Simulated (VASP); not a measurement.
# Zn15S16 (a cell with a defect) in VASP: notebook

Zn15S16 (a cell with a defect) is run at these levels: PBEsol; tasks: single point.

Program: VASP 6.6.1. These are calculated values, not measurements. Logs are shortened: lines on timing, memory, paths and dates and some standing lists are left out, and cuts for length are marked.

## (1) The cell of the first run

The cell holds a defect, 31 atoms: a = 9.277 Å, b = 9.277 Å, c = 9.277 Å, α = 109.47°, β = 109.47°, γ = 109.47°.

## (2) Single point, PBEsol (atoms taken out, then relaxed in part)

Input file INCAR:

```
SYSTEM = Zn15S16
PREC = Accurate ; ENCUT = 520
EDIFF = 1E-6 ; ISMEAR = 0
SIGMA = 0.02 ; LREAL = Auto
LASPH = .TRUE. ; NELM = 100
ALGO = Normal ; ISIF = 2
LWAVE = .FALSE. ; LCHARG = .TRUE.
GGA = PS ; LELF = .TRUE.
LVHAR = .TRUE. ; NELECT = 278.0
NBANDS = 159
```

Input file KPOINTS:

```
Automatic mesh
0
Gamma
  2 2 2
  0.5 0.5 0.5
```

Input file POSCAR:

```
Zn15S16
1.0
    5.3560909598      5.3560909598     -5.3560909598
   -5.3560909598     -5.3560909598     -5.3560909598
   -5.3560909598      5.3560909598      5.3560909598
Zn S
15 16
Direct
    0.2596968982      0.0016352972      0.7500000000
    0.7516352972      0.5096968982      0.7500000000
    0.7403031018     -0.0096968982      0.2419383990
   -0.0080616010      0.9903031018     -0.0096968982
    0.2596968982      0.7500000000      0.0016352972
    0.5000000000      0.5096968982      0.0016352972
    0.7403031018      0.2419383990     -0.0096968982
    0.0000000000      0.2500000000      0.7500000000
    0.5000000000      0.0016352972      0.5096968982
    0.7516352972      0.7500000000      0.5096968982
    0.0000000000      0.7500000000      0.2500000000
    0.2483647028      0.4983647028      0.2580616010
    0.5000000000      0.2500000000      0.2500000000
    0.0080616010      0.4983647028      0.4983647028
    0.2483647028      0.2580616010      0.4983647028
    0.2502974831     -0.0004040144     -0.0004040144
    0.5000000000      0.7500000000     -0.0095073845
    0.7495959856      0.5002974831     -0.0004040144
    0.7495959856     -0.0004040144      0.5002974831
   -0.0007014976     -0.0002974831      0.2492985024
    0.2504040144      0.7500000000      0.2507014976
    0.5000000000      0.5004040144      0.2507014976
    0.7497025169      0.2492985024      0.2492985024
   -0.0007014976      0.2492985024     -0.0002974831
    0.5000000000     -0.0095073845      0.7500000000
    0.7404926155      0.7500000000      0.7500000000
    0.0007014976      0.7500000000      0.5004040144
    0.2595073845      0.5095073845      0.5095073845
    0.5000000000      0.2507014976      0.5004040144
    0.0007014976      0.5004040144      0.7500000000
    0.2504040144      0.2507014976      0.7500000000
```

Potentials or basis: VASP PAW PBE potentials, release 64 (Zn, S).

Started as:

```bash
$ cat potpaw_PBE.64/Zn/POTCAR potpaw_PBE.64/S/POTCAR > POTCAR
$ mpirun -np 1 vasp_std > vasp.out
```

OUTCAR:

```text
SYSTEM = Zn15S16
   PREC = Accurate
   ENCUT = 520
   EDIFF = 1E-6
   ISMEAR = 0
   LREAL = Auto
   LASPH = .TRUE.
   NELM = 100
   ISIF = 2
   GGA = PS
   NELECT = 278.0

 ion  position               nearest neighbor table
   1  0.260  0.002  0.750-  25 2.27  31 2.34  27 2.35  16 2.35
   2  0.752  0.510  0.750-  26 2.27  30 2.34  29 2.35  18 2.35
   3  0.740  0.990  0.242-  17 2.27  19 2.34  20 2.35  23 2.35
   4  0.992  0.990  0.990-  26 2.27  16 2.34  24 2.35  20 2.35
   5  0.260  0.750  0.002-  17 2.27  21 2.34  30 2.35  16 2.35
   6  0.500  0.510  0.002-  17 2.27  22 2.34  31 2.35  18 2.35
[... 8 lines left out ...]
  15  0.248  0.258  0.498-  28 2.27  20 2.34  29 2.35  31 2.35
  16  0.250  1.000  1.000-  13 2.32   4 2.34   1 2.35   5 2.35
  17  0.500  0.750  0.990-   3 2.27   5 2.27   6 2.27
  18  0.750  0.500  1.000-  11 2.32   7 2.34   2 2.35   6 2.35
  19  0.750  1.000  0.500-   8 2.32   3 2.34  10 2.35   9 2.35
  20  0.999  1.000  0.249-  11 2.32  15 2.34   3 2.35   4 2.35
  21  0.250  0.750  0.251-  11 2.32   5 2.34  12 2.35   9 2.35
  22  0.500  0.500  0.251-  13 2.32   6 2.34  10 2.35  12 2.35
  23  0.750  0.249  0.249-  13 2.32  14 2.34   3 2.35   7 2.35
  24  0.999  0.249  1.000-   8 2.32  12 2.34   4 2.35   7 2.35
  25  0.500  0.990  0.750-   7 2.27   1 2.27   9 2.27
  26  0.740  0.750  0.750-   2 2.27   4 2.27  10 2.27
  27  0.001  0.750  0.500-  11 2.32  10 2.34  14 2.35   1 2.35
  28  0.260  0.510  0.510-  12 2.27  14 2.27  15 2.27
  29  0.500  0.251  0.500-  13 2.32   9 2.34  15 2.35   2 2.35
  30  0.001  0.500  0.750-   8 2.32   2 2.34  14 2.35   5 2.35
  31  0.250  0.251  0.750-   8 2.32   1 2.34  15 2.35   6 2.35

  LATTYP: Found a body centered cubic cell.
 ALAT       =    10.7121819196

  Lattice vectors:

 A1 = (   5.3560909598,   5.3560909598,  -5.3560909598)
 A2 = (  -5.3560909598,  -5.3560909598,  -5.3560909598)
 A3 = (  -5.3560909598,   5.3560909598,   5.3560909598)

Analysis of symmetry for initial positions (statically):
=====================================================================
 Subroutine PRICEL returns:
 Original cell was already a primitive cell.

 Routine SETGRP: Setting up the symmetry group for a
 body centered cubic supercell.

 Subroutine GETGRP returns: Found 24 space group operations
 (whereof  2 operations were pure point group operations)
 out of a pool of 48 trial point group operations.

The static configuration has the point symmetry C_1h.
 The point group associated with its full space group is T_d .

Analysis of symmetry for dynamics (positions and initial velocities):
=====================================================================
 Subroutine PRICEL returns:
 Original cell was already a primitive cell.

 Routine SETGRP: Setting up the symmetry group for a
 body centered cubic supercell.

 Subroutine GETGRP returns: Found 24 space group operations
 (whereof  2 operations were pure point group operations)
 out of a pool of 48 trial point group operations.

The dynamic configuration has the point symmetry C_1h.
 The point group associated with its full space group is T_d .

 Subroutine INISYM returns: Found 24 space group operations
 (whereof  2 operations are pure point group operations),
 and found     1 'primitive' translations

----------------------------------------------------------------------------------------

                                     Primitive cell

  volume of cell :     614.6159

  direct lattice vectors                    reciprocal lattice vectors
     5.356090960  5.356090960 -5.356090960     0.000000000  0.093351663 -0.093351663
    -5.356090960 -5.356090960 -5.356090960    -0.093351663  0.000000000 -0.093351663
    -5.356090960  5.356090960  5.356090960    -0.093351663  0.093351663  0.000000000

  length of vectors
     9.277021672  9.277021672  9.277021672     0.132019188  0.132019188  0.132019188

  position of ions in fractional coordinates (direct lattice)
     0.259696898  0.001635297  0.750000000
     0.751635297  0.509696898  0.750000000
     0.740303102  0.990303102  0.241938399
     0.991938399  0.990303102  0.990303102
     0.259696898  0.750000000  0.001635297
     0.500000000  0.509696898  0.001635297
[... 23 lines left out ...]
     0.000701498  0.500404014  0.750000000
     0.250404014  0.250701498  0.750000000

  ion indices of the primitive-cell ions
   primitive index   ion index
                 1           1
                 2           2
                 3           3
                 4           4
                 5           5
                 6           6
[... 23 lines left out ...]
                30          30
                31          31

----------------------------------------------------------------------------------------

 KPOINTS: Automatic mesh

Automatic generation of k-mesh.
 Grid dimensions read from file:
 generate k-points for:    2    2    2

 Generating k-lattice:

  Cartesian coordinates                     Fractional coordinates (reciprocal lattice)
     0.000000000  0.046675832 -0.046675832     0.500000000  0.000000000  0.000000000
    -0.046675832  0.000000000 -0.046675832     0.000000000  0.500000000  0.000000000
    -0.046675832  0.046675832  0.000000000     0.000000000  0.000000000  0.500000000

  Length of vectors
     0.066009594  0.066009594  0.066009594

  Shift w.r.t. Gamma in fractional coordinates (k-lattice)
     0.500000000  0.500000000  0.500000000

 Subroutine IBZKPT returns following result:
 ===========================================

 Found      2 irreducible k-points:

 Following reciprocal coordinates:
            Coordinates               Weight
  0.250000  0.250000  0.250000      2.000000
 -0.250000  0.250000  0.250000      6.000000
   k-points           NKPTS =      2   k-points in BZ     NKDIM =      2   number of bands    NBANDS=    159
   number of dos      NEDOS =    301   number of ions     NIONS =     31
   total plane-waves  NPLWV = 343000
   dimension x,y,z NGX =    70 NGY =   70 NGZ =   70
   dimension x,y,z NGXF=   140 NGYF=  140 NGZF=  140
   ions per type =              15  16
   NGX,Y,Z   is equivalent  to a cutoff of  12.54, 12.54, 12.54 a.u.
   NGXF,Y,Z  is equivalent  to a cutoff of  25.09, 25.09, 25.09 a.u.
 SYSTEM =  Zn15S16
   PREC   = accura    normal or accurate (medium, high low for compatibility)
   ISTART =      0    job   : 0-new  1-cont  2-samecut
   ICHARG =      2    charge: 1-file 2-atom 10-const
   ISPIN  =      1    spin polarized calculation?
   LNONCOLLINEAR =      F non collinear calculations
   LSORBIT =      F    spin-orbit coupling
   LASPH  =      T    aspherical Exc in radial PAW
   ENCUT  =  520.0 eV  38.22 Ry    6.18 a.u.  17.25 17.25 17.25*2*pi/ulx,y,z
   NELM   =    100;   NELMIN=  2; NELMDL= -5     # of ELM steps
   EDIFF  = 0.1E-05   stopping-criterion for ELM
   LREAL  =      T    real-space projection
   EDIFFG = 0.1E-04   stopping-criterion for IOM
   NSW    =      0    number of steps for IOM
   IBRION =     -1    ionic relax: 0-MD 1-quasi-New 2-CG
   NFREE  =      0    steps in history (QN), initial steepest desc. (CG)
   ISIF   =      2    stress and relaxation
   ISYM   =      2    0-nonsym 1-usesym 2-fastsym
   POTIM  = 0.5000    time-step for ionic-motion
   TEBEG  =    0.0;   TEEND  =   0.0 temperature during run
   PSTRESS=    0.0 pullay stress
   NELECT =     278.0000    total number of electrons
   NUPDOWN=      -1.0000    fix difference up-down
   EMIN   =  10.00;   EMAX   =-10.00  energy-range for DOS
   EFERMI =   0.00;   METHOD = LEGACY
   ISMEAR =     0;   SIGMA  =   0.02  broadening in eV -4-tet -1-fermi 0-gaus
   EFERMI_NEDOS =   21; number of points for ismear=-14 and -15
   IALGO  =     38    algorithm
   IMIX   =      4    mixing-type and parameters
     AMIX     =   0.40;   BMIX     =  1.00
     AMIX_MAG =   1.60;   BMIX_MAG =  1.00
  volume/ion in A,a.u.               =      19.83       133.79
  Fermi-wavevector in a.u.,A,eV,Ry     =   1.256672  2.374765 21.486642  1.579224
  Thomas-Fermi vector in A             =   2.390368
   LORBIT       =      0    0 simple, 1 ext, 2 COOP (PROOUT), +10 PAW based schemes
   GGA     = PS    functional components
   LHFCALC =     F    Hartree Fock is set to
   AEXX    =    0.0000 exact exchange contribution
   IVDW    =     0    specifies the selected vdW correction
   LEPSILON=     F    determine dielectric tensor
   LRPA    =     F    only Hartree local field effects (RPA)
 non-spin polarized calculation
 Gauss-broadening in eV      SIGMA  =   0.02
  energy-cutoff  :      520.00
  volume of cell :      614.62
 maximum number of plane-waves:     16536
 NGX is ok and might be reduce to    70
   NGX = 35   NGY = 35   NGZ = 35

 number of electron     277.9999952 magnetization

 Free energy of the ion-electron system (eV)
  ---------------------------------------------------
  ext. energy  EPLUGINS =         0.00000000
  ---------------------------------------------------
  free energy    TOTEN  =      -111.74073344 eV

  energy without entropy =     -111.74073344  energy(sigma->0) =     -111.74073344

 E-fermi :   2.1540     XC(G=0):  -9.8866

 val. band max:        2.0073192900   @ k =   0.2500   0.2500   0.2500
 cond. band min:       5.4102387936   @ k =  -0.2500   0.2500   0.2500
 fundamental gap:      3.4029195036
 Fermi energy:         2.1540398740

 k-point     1 :       0.2500    0.2500    0.2500
  band No.  band energies     occupation
      1     -10.8198      2.00000
      2     -10.8198      2.00000
      3     -10.8198      2.00000
      4     -10.5895      2.00000
      5     -10.1616      2.00000
      6     -10.1616      2.00000
[... 143 lines left out ...]
    150       6.2455      0.00000
    151       6.2455      0.00000

 k-point     2 :      -0.2500    0.2500    0.2500
  band No.  band energies     occupation
      1     -11.0534      2.00000
      2     -10.6095      2.00000
      3     -10.5308      2.00000
      4     -10.5308      2.00000
      5     -10.4719      2.00000
      6     -10.2839      2.00000
[... 143 lines left out ...]
    150       6.8096      0.00000
    151       6.8326      0.00000
 [bands above 151 left out]

------------------------ aborting loop because EDIFF is reached ----------------------------------------

  FORCE on cell =-STRESS in cart. coord.  units (eV):
  Direction    XX          YY          ZZ          XY          YZ          ZX
  --------------------------------------------------------------------------------------
  -------------------------------------------------------------------------------------
  Total       13.6232493     13.6232493     13.6232493      0.0000000      0.0000000      0.0000000
  in kB       35.5130085     35.5130085     35.5130085      0.0000000      0.0000000      0.0000000
  external PRESSURE =      35.5130085 kB  Pullay stress =       0.0000000 kB

 VOLUME and BASIS-vectors are now :
 -----------------------------------------------------------------------------
  energy-cutoff  :      520.00
  volume of cell :      614.62
      direct lattice vectors                 reciprocal lattice vectors
     5.356090960  5.356090960 -5.356090960     0.000000000  0.093351663 -0.093351663
    -5.356090960 -5.356090960 -5.356090960    -0.093351663  0.000000000 -0.093351663
    -5.356090960  5.356090960  5.356090960    -0.093351663  0.093351663  0.000000000

 POSITION                                       TOTAL-FORCE (eV/Angst)
 -----------------------------------------------------------------------------------
     -2.63487      5.39927      2.61735        -0.002811     -0.002811     -0.008584
     -2.72122      5.31291     -2.73874         0.002811      0.002811     -0.008584
     -2.63487     -0.04318     -7.97344        -0.002811      0.002811      0.008584
     -5.29539      5.31291     -5.31291         0.008584      0.002811     -0.002811
     -2.63487     -2.61735     -5.39927        -0.002811      0.008584      0.002811
     -0.06070     -0.04318     -5.39927        -0.008584      0.002811      0.002811
[... 23 lines left out ...]
     -6.69352      1.34062      1.33310        -0.010985     -0.010985     -0.000600
     -4.01866      4.01547      1.33310         0.010985      0.010985     -0.000600
 -----------------------------------------------------------------------------------
    total drift:                               -0.000018      0.000018     -0.000055

  FREE ENERGIE OF THE ION-ELECTRON SYSTEM (eV)
  ---------------------------------------------------
  free  energy   TOTEN  =      -111.7407334376 eV

  energy  without entropy=     -111.7407334376  energy(sigma->0) =     -111.74073344
```

It took 5.6 min on 1 thread of Intel Xeon Platinum 8488C (Sapphire Rapids), shared host; peak memory 0.73 GiB.

Results:

- Free energy: -111.7407 eV
- Largest force: 0.028 eV/Å

Forces in eV/Å, atoms in the order of the input:
```
Zn  -0.003 -0.003 -0.009
Zn   0.003  0.003 -0.009
Zn  -0.003  0.003  0.009
Zn   0.009  0.003 -0.003
Zn  -0.003  0.009  0.003
Zn  -0.009  0.003  0.003
Zn  -0.003 -0.009 -0.003
Zn   0.000  0.000  0.000
Zn  -0.009 -0.003 -0.003
Zn   0.003  0.009 -0.003
Zn   0.000  0.000  0.000
Zn   0.003 -0.003  0.009
Zn   0.000  0.000  0.000
Zn   0.009 -0.003  0.003
Zn   0.003 -0.009  0.003
S    0.001 -0.011  0.011
S    0.016 -0.016 -0.016
S    0.011 -0.001  0.011
S    0.011 -0.011  0.001
S   -0.011 -0.001 -0.011
S    0.011  0.001 -0.011
S   -0.001 -0.011 -0.011
S    0.001  0.011 -0.011
S   -0.011  0.011  0.001
S    0.016  0.016  0.016
S   -0.016 -0.016  0.016
S   -0.011  0.001  0.011
S   -0.016  0.016 -0.016
S   -0.001  0.011  0.011
S   -0.011 -0.011 -0.001
S    0.011  0.011 -0.001
```

Levels at points of the mesh, in eV from the Fermi level:
```
           k point  band 135  band 136  band 137  band 138  band 139  band 140  band 141  band 142  band 143  band 144
(0.25, 0.25, 0.25)     -0.59     -0.59     -0.15     -0.15     -0.15      3.34      3.34      3.34      3.64      4.03
```

Caveat: the cell carries a net charge on a neutralising background, which shifts energy and pressure; the cell differs from its parent crystal (atoms taken out, then relaxed in part); the cell is charged against a uniform background, so pressure and absolute levels hang on convention; the PAW data sets were made with another functional, which shifts forces and pressure a little.

(Continued in part 2 of 2.)
